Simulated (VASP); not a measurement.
# Zr (Im-3m) in VASP: a series of runs

Zr is run at these levels: PBEsol, LDA; tasks: single point.

All numbers are computed with VASP 6.6.1; they aren't measurements. Logs are shortened: lines on timing, memory, paths and dates and some standing lists are left out, and cuts for length are marked.

## (1) The cell of the first run

It takes space group Im-3m (No. 229, cubic). The conventional cell has a = 3.596 Å, b = 3.596 Å, c = 3.596 Å, α = 90.00°, β = 90.00°, γ = 90.00°. Zr (site symmetry m-3m) has 14 Zr at 3.11 to 3.60 Å within 4.1 Å.

## (2) Single point, PBEsol

INCAR

```
SYSTEM = Zr
PREC = Accurate
ENCUT = 500
EDIFF = 1E-6
ISMEAR = -1
SIGMA = 0.05
LREAL = .FALSE.
LASPH = .TRUE.
NELM = 120
ALGO = Normal
ISIF = 2
LWAVE = .FALSE.
LCHARG = .FALSE.
GGA = PS
NBANDS = 12
GGA_COMPAT = .FALSE.
```

KPOINTS

```
Automatic mesh
0
G
  10 10 10
  0 0 0
```

POSCAR

```
Zr
1.0
   -1.7978519830      1.7978519830      1.7978519830
    1.7978519830     -1.7978519830      1.7978519830
    1.7978519830      1.7978519830     -1.7978519830
Zr
1
Direct
    0.0000000000      0.0000000000      0.0000000000
```

Potentials or basis: VASP PAW PBE potentials, release 64 (Zr_sv).

Run with:

```console
$ cat potpaw_PBE.64/Zr_sv/POTCAR > POTCAR
$ mpirun -np 1 vasp_std > vasp.out
```

OUTCAR:

```text
SYSTEM = Zr
   PREC = Accurate
   ENCUT = 500
   EDIFF = 1E-6
   ISMEAR = -1
   LREAL = .FALSE.
   LASPH = .TRUE.
   NELM = 120
   ISIF = 2
   GGA = PS

 ion  position               nearest neighbor table
   1  0.000  0.000  0.000-

  LATTYP: Found a body centered cubic cell.
 ALAT       =     3.5957039660

  Lattice vectors:

 A1 = (  -1.7978519830,   1.7978519830,   1.7978519830)
 A2 = (   1.7978519830,  -1.7978519830,   1.7978519830)
 A3 = (   1.7978519830,   1.7978519830,  -1.7978519830)

Analysis of symmetry for initial positions (statically):
=====================================================================
 Subroutine PRICEL returns:
 Original cell was already a primitive cell.

 Routine SETGRP: Setting up the symmetry group for a
 body centered cubic supercell.

 Subroutine GETGRP returns: Found 48 space group operations
 (whereof 48 operations were pure point group operations)
 out of a pool of 48 trial point group operations.

The static configuration has the point symmetry O_h .

Analysis of symmetry for dynamics (positions and initial velocities):
=====================================================================
 Subroutine PRICEL returns:
 Original cell was already a primitive cell.

 Routine SETGRP: Setting up the symmetry group for a
 body centered cubic supercell.

 Subroutine GETGRP returns: Found 48 space group operations
 (whereof 48 operations were pure point group operations)
 out of a pool of 48 trial point group operations.

The dynamic configuration has the point symmetry O_h .

 Subroutine INISYM returns: Found 48 space group operations
 (whereof 48 operations are pure point group operations),
 and found     1 'primitive' translations

----------------------------------------------------------------------------------------

                                     Primitive cell

  volume of cell :      23.2446

  direct lattice vectors                    reciprocal lattice vectors
    -1.797851983  1.797851983  1.797851983     0.000000000  0.278109658  0.278109658
     1.797851983 -1.797851983  1.797851983     0.278109658  0.000000000  0.278109658
     1.797851983  1.797851983 -1.797851983     0.278109658  0.278109658  0.000000000

  length of vectors
     3.113970979  3.113970979  3.113970979     0.393306450  0.393306450  0.393306450

  position of ions in fractional coordinates (direct lattice)
     0.000000000  0.000000000  0.000000000

  ion indices of the primitive-cell ions
   primitive index   ion index
                 1           1

----------------------------------------------------------------------------------------

 KPOINTS: Automatic mesh

Automatic generation of k-mesh.
 Grid dimensions read from file:
 generate k-points for:   10   10   10

 Generating k-lattice:

  Cartesian coordinates                     Fractional coordinates (reciprocal lattice)
     0.000000000  0.027810966  0.027810966     0.100000000  0.000000000  0.000000000
     0.027810966  0.000000000  0.027810966     0.000000000  0.100000000  0.000000000
     0.027810966  0.027810966  0.000000000     0.000000000  0.000000000  0.100000000

  Length of vectors
     0.039330645  0.039330645  0.039330645

  Shift w.r.t. Gamma in fractional coordinates (k-lattice)
     0.000000000  0.000000000  0.000000000

 Subroutine IBZKPT returns following result:
 ===========================================

 Found     47 irreducible k-points:

 Following reciprocal coordinates:
            Coordinates               Weight
  0.000000  0.000000  0.000000      1.000000
  0.100000  0.000000  0.000000     12.000000
  0.200000  0.000000  0.000000     12.000000
  0.300000  0.000000  0.000000     12.000000
  0.400000  0.000000  0.000000     12.000000
  0.500000  0.000000  0.000000      6.000000
[... 16 lines left out ...]
  0.300000  0.300000  0.100000      8.000000
 -0.300000  0.300000  0.100000     24.000000
 [... further k-points ...]
   k-points           NKPTS =     47   k-points in BZ     NKDIM =     47   number of bands    NBANDS=     12
   number of dos      NEDOS =    301   number of ions     NIONS =      1
   total plane-waves  NPLWV =  13824
   dimension x,y,z NGX =    24 NGY =   24 NGZ =   24
   dimension x,y,z NGXF=    48 NGYF=   48 NGZF=   48
   ions per type =               1
   NGX,Y,Z   is equivalent  to a cutoff of  12.81, 12.81, 12.81 a.u.
   NGXF,Y,Z  is equivalent  to a cutoff of  25.63, 25.63, 25.63 a.u.
 SYSTEM =  Zr
   PREC   = accura    normal or accurate (medium, high low for compatibility)
   ISTART =      0    job   : 0-new  1-cont  2-samecut
   ICHARG =      2    charge: 1-file 2-atom 10-const
   ISPIN  =      1    spin polarized calculation?
   LNONCOLLINEAR =      F non collinear calculations
   LSORBIT =      F    spin-orbit coupling
   LASPH  =      T    aspherical Exc in radial PAW
   ENCUT  =  500.0 eV  36.75 Ry    6.06 a.u.   5.68  5.68  5.68*2*pi/ulx,y,z
   NELM   =    120;   NELMIN=  2; NELMDL= -5     # of ELM steps
   EDIFF  = 0.1E-05   stopping-criterion for ELM
   LREAL  =      F    real-space projection
   EDIFFG = 0.1E-04   stopping-criterion for IOM
   NSW    =      0    number of steps for IOM
   IBRION =     -1    ionic relax: 0-MD 1-quasi-New 2-CG
   NFREE  =      0    steps in history (QN), initial steepest desc. (CG)
   ISIF   =      2    stress and relaxation
   ISYM   =      2    0-nonsym 1-usesym 2-fastsym
   POTIM  = 0.5000    time-step for ionic-motion
   TEBEG  =    0.0;   TEEND  =   0.0 temperature during run
   PSTRESS=    0.0 pullay stress
   NELECT =      12.0000    total number of electrons
   NUPDOWN=      -1.0000    fix difference up-down
   EMIN   =  10.00;   EMAX   =-10.00  energy-range for DOS
   EFERMI =   0.00;   METHOD = LEGACY
   ISMEAR =    -1;   SIGMA  =   0.05  broadening in eV -4-tet -1-fermi 0-gaus
   EFERMI_NEDOS =   21; number of points for ismear=-14 and -15
   IALGO  =     38    algorithm
   IMIX   =      4    mixing-type and parameters
     AMIX     =   0.40;   BMIX     =  1.00
     AMIX_MAG =   1.60;   BMIX_MAG =  1.00
  volume/ion in A,a.u.               =      23.24       156.86
  Fermi-wavevector in a.u.,A,eV,Ry     =   1.313292  2.481762 23.466458  1.724736
  Thomas-Fermi vector in A             =   2.443625
   LORBIT       =      0    0 simple, 1 ext, 2 COOP (PROOUT), +10 PAW based schemes
   GGA     = PS    functional components
   LHFCALC =     F    Hartree Fock is set to
   AEXX    =    0.0000 exact exchange contribution
   IVDW    =     0    specifies the selected vdW correction
   LEPSILON=     F    determine dielectric tensor
   LRPA    =     F    only Hartree local field effects (RPA)
 non-spin polarized calculation
  energy-cutoff  :      500.00
  volume of cell :       23.24
 maximum number of plane-waves:       606
   NGX = 11   NGY = 11   NGZ = 11

 number of electron      12.0000000 magnetization

 Free energy of the ion-electron system (eV)
  ---------------------------------------------------
  ext. energy  EPLUGINS =         0.00000000
  ---------------------------------------------------
  free energy    TOTEN  =        -9.00173736 eV

  energy without entropy =       -8.98611098  energy(sigma->0) =       -8.99392417

 E-fermi :   8.6421     XC(G=0): -11.2033

 val. band max:        8.5997612284   @ k =   0.2000   0.2000   0.0000
 cond. band min:       8.6753011394   @ k =   0.2000   0.1000  -0.0000
 fundamental gap:      0.0755399110
 Fermi energy:         8.6420979863

 k-point     1 :       0.0000    0.0000    0.0000
  band No.  band energies     occupation
      1     -39.7808      2.00000
      2     -17.3117      2.00000
      3     -17.3117      2.00000
      4     -17.3117      2.00000
      5       3.2117      2.00000
      6       9.7201      0.00000
      7       9.7201      0.00000
      8       9.7201      0.00000
      9      12.2104      0.00000
     10      12.2104      0.00000
     11      20.9952      0.00000
     12      20.9952      0.00000

 k-point     2 :       0.1000    0.0000    0.0000
  band No.  band energies     occupation
      1     -39.7663      2.00000
      2     -17.4118      2.00000
      3     -17.3423      2.00000
      4     -17.3125      2.00000
      5       3.5487      2.00000
      6       9.4997      0.00000
      7       9.6327      0.00000
      8      10.0498      0.00000
      9      11.9049      0.00000
     10      12.2105      0.00000
     11      21.2713      0.00000
     12      21.6037      0.00000

 k-point     3 :       0.2000    0.0000    0.0000
  band No.  band energies     occupation
      1     -39.7282      2.00000
      2     -17.6666      2.00000
      3     -17.4215      2.00000
      4     -17.3144      2.00000
      5       4.4347      2.00000
      6       8.9874      0.00200
      7       9.2436      0.00001
      8      11.0029      0.00000
      9      11.6780      0.00000
     10      12.2639      0.00000
     11      21.4703      0.00000
     12      22.7483      0.00000

 k-point     4 :       0.3000    0.0000    0.0000
  band No.  band energies     occupation
      1     -39.6806      2.00000
      2     -17.9688      2.00000
      3     -17.5175      2.00000
      4     -17.3168      2.00000
      5       5.4084      2.00000
      6       8.4475      1.95999
      7       8.9738      0.00263
      8      11.9203      0.00000
      9      12.4470      0.00000
     10      12.4549      0.00000
     11      20.4358      0.00000
     12      21.5111      0.00000

 k-point     5 :       0.4000    0.0000    0.0000
  band No.  band energies     occupation
      1     -39.6417      2.00000
      2     -18.2041      2.00000
      3     -17.5937      2.00000
      4     -17.3189      2.00000
      5       5.7946      2.00000
      6       8.0644      1.99998
      7       9.5877      0.00000
      8      12.1886      0.00000
      9      12.7230      0.00000
     10      14.0817      0.00000
     11      19.1517      0.00000
     12      19.6892      0.00000

 k-point     6 :       0.5000    0.0000    0.0000
  band No.  band energies     occupation
      1     -39.6268      2.00000
      2     -18.2920      2.00000
      3     -17.6226      2.00000
      4     -17.3196      2.00000
      5       5.8061      2.00000
      6       7.9281      2.00000
      7      10.2071      0.00000
      8      12.1956      0.00000
      9      12.8735      0.00000
     10      14.9534      0.00000
     11      18.6158      0.00000
     12      18.8885      0.00000

 k-point     7 :       0.1000    0.1000    0.0000
  band No.  band energies     occupation
      1     -39.7400      2.00000
      2     -17.5868      2.00000
      3     -17.3771      2.00000
      4     -17.3363      2.00000
      5       4.1691      2.00000
      6       9.2099      0.00002
      7       9.2745      0.00001
      8      10.7439      0.00000
      9      11.5447      0.00000
     10      12.3480      0.00000
     11      21.7643      0.00000
     12      22.3710      0.00000

 k-point     8 :       0.2000    0.1000   -0.0000
  band No.  band energies     occupation
      1     -39.6971      2.00000
      2     -17.8472      2.00000
      3     -17.4733      2.00000
      4     -17.3477      2.00000
      5       5.1733      2.00000
      6       8.6753      0.67965
      7       8.8367      0.04002
      8      11.5085      0.00000
      9      12.0169      0.00000
     10      12.5739      0.00000
     11      21.3345      0.00000
     12      22.3036      0.00000
[... 166 lines left out ...]
 k-point    20 :       0.2000    0.2000    0.1000
  band No.  band energies     occupation
      1     -39.6386      2.00000
      2     -18.0958      2.00000
      3     -17.6151      2.00000
      4     -17.4693      2.00000
      5       6.9469      2.00000
      6       7.9502      2.00000
      7       8.1678      1.99985
      8      12.3945      0.00000
      9      12.7874      0.00000
     10      15.4139      0.00000
     11      19.1325      0.00000
     12      20.7386      0.00000

 k-point    21 :       0.3000    0.2000    0.1000
  band No.  band energies     occupation
      1     -39.6204      2.00000
      2     -18.0928      2.00000
      3     -17.7538      2.00000
      4     -17.4938      2.00000
      5       7.1378      2.00000
      6       7.8757      2.00000
      7       8.7129      0.39034
      8      12.5950      0.00000
      9      12.9189      0.00000
     10      16.8447      0.00000
     11      17.2796      0.00000
     12      19.7173      0.00000

 k-point    22 :      -0.2000    0.2000    0.1000
  band No.  band energies     occupation
      1     -39.7151      2.00000
      2     -17.6682      2.00000
      3     -17.4540      2.00000
      4     -17.3906      2.00000
      5       4.7324      2.00000
      6       9.2654      0.00001
      7       9.3174      0.00000
      8      10.7084      0.00000
      9      10.8876      0.00000
     10      12.8176      0.00000
     11      22.0691      0.00000
     12      22.8415      0.00000

 k-point    23 :       0.3000    0.3000    0.1000
  band No.  band energies     occupation
      1     -39.6147      2.00000
      2     -17.9368      2.00000
      3     -17.9368      2.00000
      4     -17.5238      2.00000
      5       7.3775      2.00000
      6       8.2939      1.99811
      7       8.2939      1.99811
      8      12.8277      0.00000
      9      12.8277      0.00000
     10      16.4944      0.00000
     11      18.3883      0.00000
     12      18.3883      0.00000

 k-point    24 :      -0.3000    0.3000    0.1000
  band No.  band energies     occupation
      1     -39.6688      2.00000
      2     -17.9548      2.00000
      3     -17.5517      2.00000
      4     -17.3894      2.00000
      5       5.6938      2.00000
      6       8.7635      0.16207
      7       8.7844      0.10975
      8      11.0991      0.00000
      9      12.3411      0.00000
     10      12.9701      0.00000
     11      20.4650      0.00000
     12      22.1894      0.00000

 [... further k-points ...]
[... 5 lines left out ...]
  --------------------------------------------------------------------------------------
  -------------------------------------------------------------------------------------
  Total       -0.8066951     -0.8066951     -0.8066951      0.0000000      0.0000000     -0.0000000
  in kB      -55.6029978    -55.6029978    -55.6029978      0.0000000      0.0000000     -0.0000000
  external PRESSURE =     -55.6029978 kB  Pullay stress =       0.0000000 kB

 VOLUME and BASIS-vectors are now :
 -----------------------------------------------------------------------------
  energy-cutoff  :      500.00
  volume of cell :       23.24
      direct lattice vectors                 reciprocal lattice vectors
    -1.797851983  1.797851983  1.797851983     0.000000000  0.278109658  0.278109658
     1.797851983 -1.797851983  1.797851983     0.278109658  0.000000000  0.278109658
     1.797851983  1.797851983 -1.797851983     0.278109658  0.278109658  0.000000000

 POSITION                                       TOTAL-FORCE (eV/Angst)
 -----------------------------------------------------------------------------------
      0.00000      0.00000      0.00000         0.000000      0.000000      0.000000
 -----------------------------------------------------------------------------------
    total drift:                                0.000000      0.000000      0.000000

  FREE ENERGIE OF THE ION-ELECTRON SYSTEM (eV)
  ---------------------------------------------------
  free  energy   TOTEN  =        -9.0017373567 eV

  energy  without entropy=       -8.9861109754  energy(sigma->0) =       -8.99392417
```

Wall time 7.3 s (1 thread of Intel Xeon 6975P-C, shared host); peak memory 0.14 GiB.

Results:

```
Free energy            : -9.0017 eV
Pressure               : -5.6 GPa
Band gap on the k mesh : zero (band 6 reaches 9.72 eV, above the bottom of band 7 at 7.94 eV)
```

Levels at points of the mesh, in eV from the Fermi level:
| k point | band 3 | band 4 | band 5 | band 6 | band 7 | band 8 | band 9 | band 10 |
| --- | --- | --- | --- | --- | --- | --- | --- | --- |
| (0.00, 0.00, 0.00) | -25.95 | -25.95 | -5.43 | 1.08 | 1.08 | 1.08 | 3.57 | 3.57 |
| (0.50, 0.00, 0.00) | -26.26 | -25.96 | -2.84 | -0.71 | 1.57 | 3.55 | 4.23 | 6.31 |
| (0.50, 0.50, 0.50) | -26.63 | -26.63 | -2.58 | -2.58 | 5.63 | 5.63 | 5.63 | 7.35 |

Caveat: the PAW data sets were made with another functional, which shifts forces and pressure a little.

(Continued in part 2 of 2.)
